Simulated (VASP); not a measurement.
Here is a VASP 6.6.1 calculation.

Contents of INCAR:

```
SYSTEM = MgS
ALGO     = Normal         ! electronic algorithm
EDIFF    = 1E-8           ! SCF threshold, eV
ENCUT    = 520            ! plane-wave cutoff, eV
GGA      = CA             ! functional
ISIF     = 2              ! what is computed and relaxed
ISMEAR   = -1             ! smearing method
LASPH    = .True.         ! aspherical terms in the spheres
LCHARG   = .False.        ! write CHGCAR
LEFG     = .True.       
LREAL    = .False.        ! projectors in reciprocal space
LWAVE    = .False.        ! write WAVECAR
NBANDS   = 11             ! bands
NELM     = 80             ! most SCF steps
PREC     = Accurate       ! precision mode
SIGMA    = 0.01           ! smearing width, eV
```

Contents of KPOINTS:

```
k-points
0
Gamma
  8 8 8
  0 0 0
```

POSCAR

```
MgS
1.0
    0.0000000000      2.6016500000      2.6796995000
    2.6016500000      0.0000000000      2.6796995000
    2.6016500000      2.6016500000      0.0000000000
Mg S
1 1
Direct
    0.0000000000      0.0000000000      0.0000000000
    0.5000000000      0.5000000000      0.5000000000
```

Potentials or basis: VASP PAW LDA potentials, release 64 (Mg, S).

Run with:

```sh
$ cat potpaw_LDA.64/Mg/POTCAR potpaw_LDA.64/S/POTCAR > POTCAR
$ mpirun -np 1 vasp_std > vasp.out
```

Task: What does it give for the pressure?

Result: -5.6 GPa.

Task: What does it give for the band gap on the k mesh?

Result: 2.37 eV, indirect (least direct gap 3.18 eV).

Stress tensor (GPa, compression positive):
```
-4.88  0.00  0.00
 0.00 -4.88  0.00
 0.00  0.00 -7.11
```

Caveat: the cell differs from its parent crystal (zz strain of +3 %); without QUAD_EFG the Cq values of the log hold for a quadrupole moment of 1 mb, not for the nuclei. A k mesh can miss the band edges.
